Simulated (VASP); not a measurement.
Wanted: the native input for a VASP 6.6.1 run.

* Task: relaxation of cell and atoms
* Functional: PBE
* Potentials or basis: VASP PAW PBE potentials, release 64 (Ta_pv, Pb_d)
* Cutoff: 600 eV
* k mesh: 6 × 6 × 6
* Occupations: gaussian, width 0.1 eV
* Spin: no spin polarisation
* Dipole correction: no
* Further INCAR settings: ALGO = Normal; EDIFF = 1e-06; IBRION = 2; EDIFFG = -0.04; NSW = 90; ISIF = 3

The structure of TaPb2 lies in POSCAR:

```
TaPb2
1.0
    5.3762446275      0.0000000000      0.0000000000
   -2.6881223137      4.6559644243      0.0000000000
    0.0000000000      0.0000000000      3.0082138519
Ta Pb
1 2
Direct
    0.0000000000      0.0000000000      0.0000000000
    0.3333333333      0.6666666667      0.5000000000
    0.6666666667      0.3333333333      0.5000000000
```

One way to write it, as run:

INCAR

```
PREC = Accurate ; ENCUT = 600
EDIFF = 1E-6 ; ISMEAR = 0
SIGMA = 0.1 ; LREAL = F
LASPH = T ; NELM = 80
ALGO = Normal ; ISIF = 3
LWAVE = F ; LCHARG = F
GGA = PE ; IBRION = 2
NSW = 90 ; EDIFFG = -0.04
```

KPOINTS

```
regular mesh
0
Gamma
  6 6 6
```

Potentials or basis: VASP PAW PBE potentials, release 64 (Ta_pv, Pb_d).

Launch:

```console
$ cat potpaw_PBE.64/Ta_pv/POTCAR potpaw_PBE.64/Pb_d/POTCAR > POTCAR
$ mpirun -np 1 vasp_std > vasp.out
```

It gave:

| Property | Result |
| --- | --- |
| Relaxed volume | 25.11 Å³/atom |
| Relaxed cell | a = 5.390 Å, b = 5.390 Å, c = 2.994 Å, α = 90.00°, β = 90.00°, γ = 120.00° |
| Space group after relaxing (to 0.1 Å) | P6/mmm (No. 191) |
| Energy gained by relaxing | 0.3 meV/atom |
| Ionic steps | 2 |
| Pressure after relaxing | 0.1 GPa |
| Band gap on the k mesh | zero (an odd number of electrons rules out a gap without spin polarisation) |

Caveat: spin-orbit coupling is left out, which moves the levels of the heavy elements.

Run time: 42 s on 1 thread of Intel(R) Xeon(R) 6975P-C (Granite Rapids) (shared host), peak memory 0.25 GiB.
